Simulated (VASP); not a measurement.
# LiF (P6_3mc) in VASP: a series of runs

The runs below take LiF through single point, with LDA.

Program: VASP 6.6.1. These are calculated values, not measurements. Logs are shortened: lines on timing, memory, paths and dates and some standing lists are left out, and cuts for length are marked.

### 1 The cell of the first run

Symmetry: P6_3mc, No. 186, hexagonal system. Conventional cell: a = 3.086 Å, b = 3.086 Å, c = 4.205 Å, α = 90.00°, β = 90.00°, γ = 120.00°. Li (site symmetry 3m) has 4 F at 1.65 to 1.84 Å within 2.2 Å. Within 2.2 Å of F (site symmetry 3m) lie 4 Li at 1.65 to 1.84 Å.

### 2 Single point, LDA (8.67 Å³/atom)

File INCAR:

```
SYSTEM = LiF
PREC     = Accurate       ! precision mode
ENCUT    = 520            ! plane-wave cutoff, eV
EDIFF    = 1E-6           ! SCF threshold, eV
ISMEAR   = 0              ! smearing method
SIGMA    = 0.05           ! smearing width, eV
LREAL    = .FALSE.        ! projectors in reciprocal space
LASPH    = .TRUE.         ! aspherical terms in the spheres
NELM     = 60             ! most SCF steps
ALGO     = Normal         ! electronic algorithm
ISIF     = 2              ! what is computed and relaxed
LWAVE    = .FALSE.        ! write WAVECAR
LCHARG   = .FALSE.        ! write CHGCAR
NBANDS   = 18             ! bands
```

File KPOINTS:

```
Automatic mesh
0
G
  9 9 6
  0 0 0
```

File POSCAR:

```
LiF
1.0
    3.0856366932      0.0000000000      0.0000000000
   -1.5428183466      2.6722397632      0.0000000000
    0.0000000000      0.0000000000      4.2054142492
Li F
2 2
Direct
    0.3333333333      0.6666666667      0.3839784076
    0.6666666667      0.3333333333      0.8839784076
    0.3333333333      0.6666666667      0.9910195924
    0.6666666667      0.3333333333      0.4910195924
```

Potentials or basis: VASP PAW LDA potentials, release 64 (Li_sv, F).

On the command line:

```console
cat potpaw_LDA.64/Li_sv/POTCAR potpaw_LDA.64/F/POTCAR > POTCAR
mpirun -np 1 vasp_std > vasp.out
```

OUTCAR:

```text
SYSTEM = LiF
   PREC = Accurate
   ENCUT = 520
   EDIFF = 1E-6
   ISMEAR = 0
   LREAL = .FALSE.
   LASPH = .TRUE.
   NELM = 60
   ISIF = 2

 ion  position               nearest neighbor table
   1  0.333  0.667  0.384-   3 1.65   4 1.84   4 1.84   4 1.84
   2  0.667  0.333  0.884-   4 1.65   3 1.84   3 1.84   3 1.84
   3  0.333  0.667  0.991-   1 1.65   2 1.84   2 1.84   2 1.84
   4  0.667  0.333  0.491-   2 1.65   1 1.84   1 1.84   1 1.84

  LATTYP: Found a hexagonal cell.
 ALAT       =     3.0856366932
 C/A-ratio  =     1.3629000000

  Lattice vectors:

 A1 = (   3.0856366932,   0.0000000000,   0.0000000000)
 A2 = (  -1.5428183466,   2.6722397632,   0.0000000000)
 A3 = (   0.0000000000,   0.0000000000,   4.2054142492)

Analysis of symmetry for initial positions (statically):
=====================================================================
 Subroutine PRICEL returns:
 Original cell was already a primitive cell.

 Routine SETGRP: Setting up the symmetry group for a
 hexagonal supercell.

 Subroutine GETGRP returns: Found 12 space group operations
 (whereof  6 operations were pure point group operations)
 out of a pool of 24 trial point group operations.

The static configuration has the point symmetry C_3v.
 The point group associated with its full space group is C_6v.

Analysis of symmetry for dynamics (positions and initial velocities):
=====================================================================
 Subroutine PRICEL returns:
 Original cell was already a primitive cell.

 Routine SETGRP: Setting up the symmetry group for a
 hexagonal supercell.

 Subroutine GETGRP returns: Found 12 space group operations
 (whereof  6 operations were pure point group operations)
 out of a pool of 24 trial point group operations.

The dynamic configuration has the point symmetry C_3v.
 The point group associated with its full space group is C_6v.

 Subroutine INISYM returns: Found 12 space group operations
 (whereof  6 operations are pure point group operations),
 and found     1 'primitive' translations

----------------------------------------------------------------------------------------

                                     Primitive cell

  volume of cell :      34.6760

  direct lattice vectors                    reciprocal lattice vectors
     3.085636693  0.000000000  0.000000000     0.324082223  0.187108959  0.000000000
    -1.542818347  2.672239763  0.000000000     0.000000000  0.374217918  0.000000000
     0.000000000  0.000000000  4.205414249     0.000000000  0.000000000  0.237788703

  length of vectors
     3.085636693  3.085636693  4.205414249     0.374217918  0.374217918  0.237788703

  position of ions in fractional coordinates (direct lattice)
     0.333333333  0.666666667  0.383978408
     0.666666667  0.333333333  0.883978408
     0.333333333  0.666666667  0.991019592
     0.666666667  0.333333333  0.491019592

  ion indices of the primitive-cell ions
   primitive index   ion index
                 1           1
                 2           2
                 3           3
                 4           4

----------------------------------------------------------------------------------------

 KPOINTS: Automatic mesh

Automatic generation of k-mesh.
 Grid dimensions read from file:
 generate k-points for:    9    9    6

 Generating k-lattice:

  Cartesian coordinates                     Fractional coordinates (reciprocal lattice)
     0.036009136  0.020789884  0.000000000     0.111111111  0.000000000  0.000000000
     0.000000000  0.041579769  0.000000000     0.000000000  0.111111111  0.000000000
     0.000000000  0.000000000  0.039631451     0.000000000  0.000000000  0.166666667

  Length of vectors
     0.041579769  0.041579769  0.039631451

  Shift w.r.t. Gamma in fractional coordinates (k-lattice)
     0.000000000  0.000000000  0.000000000

 Subroutine IBZKPT returns following result:
 ===========================================

 Found     48 irreducible k-points:

 Following reciprocal coordinates:
            Coordinates               Weight
  0.000000  0.000000  0.000000      1.000000
  0.111111  0.000000  0.000000      6.000000
  0.222222 -0.000000  0.000000      6.000000
  0.333333 -0.000000  0.000000      6.000000
  0.444444 -0.000000  0.000000      6.000000
  0.111111  0.111111  0.000000      6.000000
[... 16 lines left out ...]
  0.333333  0.222222  0.166667     24.000000
  0.333333  0.333333  0.166667      4.000000
 [... further k-points ...]
   k-points           NKPTS =     48   k-points in BZ     NKDIM =     48   number of bands    NBANDS=     18
   number of dos      NEDOS =    301   number of ions     NIONS =      4
   total plane-waves  NPLWV =  18432
   dimension x,y,z NGX =    24 NGY =   24 NGZ =   32
   dimension x,y,z NGXF=    48 NGYF=   48 NGZF=   64
   ions per type =               2   2
   NGX,Y,Z   is equivalent  to a cutoff of  12.93, 12.93, 12.65 a.u.
   NGXF,Y,Z  is equivalent  to a cutoff of  25.86, 25.86, 25.30 a.u.
 SYSTEM =  LiF
   PREC   = accura    normal or accurate (medium, high low for compatibility)
   ISTART =      0    job   : 0-new  1-cont  2-samecut
   ICHARG =      2    charge: 1-file 2-atom 10-const
   ISPIN  =      1    spin polarized calculation?
   LNONCOLLINEAR =      F non collinear calculations
   LSORBIT =      F    spin-orbit coupling
   LASPH  =      T    aspherical Exc in radial PAW
   ENCUT  =  520.0 eV  38.22 Ry    6.18 a.u.   5.74  5.74  7.82*2*pi/ulx,y,z
   NELM   =     60;   NELMIN=  2; NELMDL= -5     # of ELM steps
   EDIFF  = 0.1E-05   stopping-criterion for ELM
   LREAL  =      F    real-space projection
   EDIFFG = 0.1E-04   stopping-criterion for IOM
   NSW    =      0    number of steps for IOM
   IBRION =     -1    ionic relax: 0-MD 1-quasi-New 2-CG
   NFREE  =      0    steps in history (QN), initial steepest desc. (CG)
   ISIF   =      2    stress and relaxation
   ISYM   =      2    0-nonsym 1-usesym 2-fastsym
   POTIM  = 0.5000    time-step for ionic-motion
   TEBEG  =    0.0;   TEEND  =   0.0 temperature during run
   PSTRESS=    0.0 pullay stress
   NELECT =      20.0000    total number of electrons
   NUPDOWN=      -1.0000    fix difference up-down
   EMIN   =  10.00;   EMAX   =-10.00  energy-range for DOS
   EFERMI =   0.00;   METHOD = LEGACY
   ISMEAR =     0;   SIGMA  =   0.05  broadening in eV -4-tet -1-fermi 0-gaus
   EFERMI_NEDOS =   21; number of points for ismear=-14 and -15
   IALGO  =     38    algorithm
   IMIX   =      4    mixing-type and parameters
     AMIX     =   0.40;   BMIX     =  1.00
     AMIX_MAG =   1.60;   BMIX_MAG =  1.00
  volume/ion in A,a.u.               =       8.67        58.50
  Fermi-wavevector in a.u.,A,eV,Ry     =   1.362726  2.575178 25.266315  1.857022
  Thomas-Fermi vector in A             =   2.489191
   LORBIT       =      0    0 simple, 1 ext, 2 COOP (PROOUT), +10 PAW based schemes
   GGA     = CA    functional components
   LHFCALC =     F    Hartree Fock is set to
   AEXX    =    0.0000 exact exchange contribution
   IVDW    =     0    specifies the selected vdW correction
   LEPSILON=     F    determine dielectric tensor
   LRPA    =     F    only Hartree local field effects (RPA)
 non-spin polarized calculation
 Gauss-broadening in eV      SIGMA  =   0.05
  energy-cutoff  :      520.00
  volume of cell :       34.68
 maximum number of plane-waves:       946
 NGX is ok and might be reduce to    24
   NGX = 11   NGY = 11   NGZ = 15

 number of electron      20.0000005 magnetization

 Free energy of the ion-electron system (eV)
  ---------------------------------------------------
  ext. energy  EPLUGINS =         0.00000000
  ---------------------------------------------------
  free energy    TOTEN  =       -20.62625425 eV

  energy without entropy =      -20.62625425  energy(sigma->0) =      -20.62625425

 E-fermi :  -1.5903     XC(G=0): -10.1692

 val. band max:       -1.9359864801   @ k =   0.0000   0.0000   0.0000
 cond. band min:       6.1148840883   @ k =   0.0000   0.0000   0.0000
 fundamental gap:      8.0508705684
 Fermi energy:        -1.5903273843

 k-point     1 :       0.0000    0.0000    0.0000
  band No.  band energies     occupation
      1     -41.1185      2.00000
      2     -40.9930      2.00000
      3     -21.3346      2.00000
      4     -20.8940      2.00000
      5      -4.7546      2.00000
      6      -2.9362      2.00000
[... 10 lines left out ...]
     17      17.4991      0.00000
     18      21.7452      0.00000

 k-point     2 :       0.1111    0.0000    0.0000
  band No.  band energies     occupation
      1     -41.1117      2.00000
      2     -40.9929      2.00000
      3     -21.3168      2.00000
      4     -20.8992      2.00000
      5      -4.6917      2.00000
      6      -3.0440      2.00000
[... 10 lines left out ...]
     17      17.9177      0.00000
     18      20.1063      0.00000

 k-point     3 :       0.2222   -0.0000    0.0000
  band No.  band energies     occupation
      1     -41.0934      2.00000
      2     -40.9938      2.00000
      3     -21.2670      2.00000
      4     -20.9169      2.00000
      5      -4.5331      2.00000
      6      -3.3714      2.00000
[... 10 lines left out ...]
     17      18.0026      0.00000
     18      19.0574      0.00000

 k-point     4 :       0.3333   -0.0000    0.0000
  band No.  band energies     occupation
      1     -41.0696      2.00000
      2     -40.9977      2.00000
      3     -21.1974      2.00000
      4     -20.9482      2.00000
      5      -4.4427      2.00000
      6      -3.6412      2.00000
[... 375 lines left out ...]
      4     -20.9849      2.00000
      5      -4.2723      2.00000
      6      -4.1274      2.00000
[... 10 lines left out ...]
     17      18.9188      0.00000
     18      19.6442      0.00000

 k-point    23 :       0.3333    0.2222    0.1667
  band No.  band energies     occupation
      1     -41.0363      2.00000
      2     -41.0118      2.00000
      3     -21.0991      2.00000
      4     -21.0174      2.00000
      5      -4.5695      2.00000
      6      -3.8799      2.00000
[... 10 lines left out ...]
     17      18.4358      0.00000
     18      20.1396      0.00000

 k-point    24 :       0.3333    0.3333    0.1667
  band No.  band energies     occupation
      1     -41.0223      2.00000
      2     -41.0223      2.00000
      3     -21.0543      2.00000
      4     -21.0543      2.00000
      5      -4.6630      2.00000
      6      -3.6626      2.00000
[... 10 lines left out ...]
     17      17.7479      0.00000
     18      20.2760      0.00000

 [... further k-points ...]

------------------------ aborting loop because EDIFF is reached ----------------------------------------

  FORCE on cell =-STRESS in cart. coord.  units (eV):
  Direction    XX          YY          ZZ          XY          YZ          ZX
  --------------------------------------------------------------------------------------
  -------------------------------------------------------------------------------------
  Total        0.0224384      0.0224384      3.9416119      0.0000000      0.0000000      0.0000000
  in kB        1.0367466      1.0367466    182.1190814      0.0000000      0.0000000      0.0000000
  external PRESSURE =      61.3975249 kB  Pullay stress =       0.0000000 kB

 VOLUME and BASIS-vectors are now :
 -----------------------------------------------------------------------------
  energy-cutoff  :      520.00
  volume of cell :       34.68
      direct lattice vectors                 reciprocal lattice vectors
     3.085636693  0.000000000  0.000000000     0.324082223  0.187108959  0.000000000
    -1.542818347  2.672239763  0.000000000     0.000000000  0.374217918  0.000000000
     0.000000000  0.000000000  4.205414249     0.000000000  0.000000000  0.237788703

 POSITION                                       TOTAL-FORCE (eV/Angst)
 -----------------------------------------------------------------------------------
     -0.00000      1.78149      1.61479        -0.000000      0.000000      1.064784
      1.54282      0.89075      3.71750         0.000000      0.000000      1.064784
     -0.00000      1.78149      4.16765        -0.000000      0.000000     -1.064784
      1.54282      0.89075      2.06494         0.000000      0.000000     -1.064784
 -----------------------------------------------------------------------------------
    total drift:                                0.000000      0.000000     -0.000494

  FREE ENERGIE OF THE ION-ELECTRON SYSTEM (eV)
  ---------------------------------------------------
  free  energy   TOTEN  =       -20.6262542532 eV

  energy  without entropy=      -20.6262542532  energy(sigma->0) =      -20.62625425
```

It took 23 s on 1 thread of Intel Xeon 8259CL, shared host; peak memory 0.14 GiB.

What came out:

| Property | Result |
| --- | --- |
| Free energy | -20.6263 eV |
| Largest force | 1.065 eV/Å |
| Band gap on the k mesh | 8.05 eV |

Forces on the atoms (eV/Å):
```
Li   0.000  0.000  1.065
Li   0.000  0.000  1.065
F    0.000  0.000 -1.065
F    0.000  0.000 -1.065
```

Caveat: the cutoff is under 1.25 times the usual one of these potentials, so pressure, stress and relaxed cells hold a basis-set (Pulay) error; an odd mesh through Γ misses points on the zone boundary, where band edges can lie; forces of over 1 eV/Å act on the atoms, so gaps and moduli don't describe the material at rest.

(Part 1 of 2 ends here.)
